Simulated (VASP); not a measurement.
Input of a VASP 6.6.1 run:

The input INCAR:

```
PREC     = Accurate       # precision mode
ENCUT    = 520            # plane-wave cutoff, eV
EDIFF    = 1E-6           # SCF threshold, eV
ISMEAR   = 0              # smearing method
SIGMA    = 0.1            # smearing width, eV
LREAL    = F              # projectors in reciprocal space
LASPH    = T              # aspherical terms in the spheres
NELM     = 100            # most SCF steps
ALGO     = Normal         # electronic algorithm
ISIF     = 2              # what is computed and relaxed
LWAVE    = F              # write WAVECAR
LCHARG   = T              # write CHGCAR
GGA      = PE             # functional
LELF     = T              # ELF
LVHAR    = T            
NBANDS   = 10             # bands
```

Contents of KPOINTS:

```
Automatic mesh
0
Gamma
  10 10 10
```

Contents of POSCAR:

```
Cs
1.0
   -3.0794321676      3.0794321676      3.0794321676
    3.0794321676     -3.0794321676      3.0794321676
    3.0794321676      3.0794321676     -3.0794321676
Cs
1
Direct
    0.0000000000      0.0000000000      0.0000000000
```

Potentials or basis: VASP PAW PBE potentials, release 64 (Cs_sv).

Launch:

```bash
$ cat potpaw_PBE.64/Cs_sv/POTCAR > POTCAR
$ mpirun -np 1 vasp_std > vasp.out
```

Question: What does it give for the pressure?

Answer: 0.0 GPa.

Question: Estimate the band gap on the k mesh.

Answer: Zero (an odd number of electrons rules out a gap without spin polarisation).

Caveat: spin-orbit coupling is left out, which moves the levels of the heavy elements.
